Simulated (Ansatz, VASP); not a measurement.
# Ga: VASP beside Ansatz

The input INCAR:

```
SYSTEM = Ga
PREC     = Accurate       ! precision mode
ENCUT    = 520            ! plane-wave cutoff, eV
EDIFF    = 1E-6           ! SCF threshold, eV
ISMEAR   = -1             ! smearing method
SIGMA    = 0.1            ! smearing width, eV
LREAL    = .False.        ! projectors in reciprocal space
LASPH    = .True.         ! aspherical terms in the spheres
NELM     = 80             ! most SCF steps
ALGO     = Normal         ! electronic algorithm
ISIF     = 2              ! what is computed and relaxed
LWAVE    = .False.        ! write WAVECAR
LCHARG   = .False.        ! write CHGCAR
GGA      = RP             ! functional
NBANDS   = 12             ! bands
```

The input KPOINTS:

```
Automatic mesh
0
Gamma
  15 15 15
  0 0 0
```

File POSCAR:

```
Ga
1.0
   -1.7075845618      1.7075845618      1.7075845618
    1.7075845618     -1.7075845618      1.7075845618
    1.7075845618      1.7075845618     -1.7075845618
Ga
1
Direct
    0.0000000000      0.0000000000      0.0000000000
```

Input for Ansatz:

```yaml
crystal:
  lattice:
    - [-1.7075845618, 1.7075845618, 1.7075845618]
    - [1.7075845618, -1.7075845618, 1.7075845618]
    - [1.7075845618, 1.7075845618, -1.7075845618]
  atoms:
    - { symbol: Ga, position: [0.0, 0.0, 0.0] }
hamiltonian:
  xc: rpbe
  pseudopotentials:
    kind: paw
    azcp:
      Ga: "pseudopotentials/Ga.paw.azcp"
basis:
  ecutwfc: 420
  fft_grid_basis: typed
kpoints:
  mp_grid: { grid: [15, 15, 15], shift: [0, 0, 0] }
magnetization:
  spin_polarized: false
scf:
  occupations: { method: fermi_dirac, width: 0.1 }
  lower_state_search: "off"
output:
  stress: true
  write_density: true
  write_potential: true
  elf: true
  volumetric_format: npy
```

Alike in both runs: task single point; functional RPBE; k mesh 15 × 15 × 15; occupations fermi-dirac, width 0.1 eV; no spin polarisation.

|  | VASP | Ansatz |
| --- | --- | --- |
| version | VASP 6.6.1 | Ansatz 0.2.0 |
| potentials or method | VASP PAW PBE potentials, release 64 (Ga_d), cutoff 520 eV | plane waves (420 eV) with PAW, scalar-relativistic |
| valence electrons in the cell | 13 | 13 |

```csv
,VASP,Ansatz,Ansatz less VASP
pressure (GPa),0.1,0.0,-0.07
```

VASP's potentials were made for PBE, not for RPBE. With one functional, cell and mesh, what is left measures potentials, basis and numerics.
